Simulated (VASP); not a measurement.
## Os: relaxation of cell and atoms with PBEsol

Crystal: Os.

```
Os
1.0
     0.00000    2.63000    2.63000
     2.63000    0.00000    2.63000
     2.63000    2.63000    0.00000
Os
2
Direct
  0.00000 0.00000 0.00000
  0.25000 0.25000 0.25000
```

This isn't the form of Os at room conditions, which is hcp.

```
Program                : VASP 6.6.1
Task                   : relaxation of cell and atoms
Functional             : PBEsol
Potentials or basis    : VASP PAW PBE potentials, release 64 (Os)
Cutoff                 : 600 eV
k mesh                 : 14 × 14 × 14
Occupations            : fermi-dirac, width 0.05 eV
Spin                   : no spin polarisation
Dipole correction      : no
Further INCAR settings : ALGO = Normal; EDIFF = 1e-07; IBRION = 2; EDIFFG = -0.03; NSW = 80; ISIF = 3
```

```yaml
Relaxed_volume: 20.71 Å³/atom
Relaxed_cell: a = 3.884 Å, b = 3.884 Å, c = 3.884 Å, α = 60.00°, β = 60.00°, γ = 60.00°
Space_group_after_relaxing_to_0.1_Å: Fd-3m (No. 227)
Pressure_after_relaxing: 0.0 GPa
Band_gap_on_the_k_mesh: zero (bands 8 and 9 overlap by 1.11 eV)
```

Final structure:
```yaml
crystal:
  lattice:
    - [0.00000, 2.74632, 2.74632]
    - [2.74632, 0.00000, 2.74632]
    - [2.74632, 2.74632, 0.00000]
  atoms:
    - { symbol: Os, position: [0.00000, 0.00000, 0.00000] }
    - { symbol: Os, position: [0.25000, 0.25000, 0.25000] }
```

Levels at points of the mesh, in eV from the Fermi level:
```csv
k point,band 4,band 5,band 6,band 7,band 8,band 9,band 10,band 11,band 12
"(0.00, 0.00, 0.00)",-3.67,-3.67,-3.67,-0.57,-0.57,-0.57,2.69,2.69,11.30
"(0.50, 0.00, 0.00)",-3.99,-3.92,-3.92,-1.59,0.42,0.42,1.93,1.93,2.97
"(0.50, 0.50, 0.00)",-3.88,-2.89,-2.89,-1.33,-1.33,2.31,2.31,3.49,3.49
```

Run time: 3.5 min on 1 thread of Intel(R) Xeon(R) Platinum 8259CL CPU @ 2.50GHz (Skylake/Cascade Lake), on a shared host, peak memory 0.22 GiB.

Caveat: the PAW data sets were made with another functional, which shifts forces and pressure a little; spin-orbit coupling is left out, which moves the levels of the heavy elements.
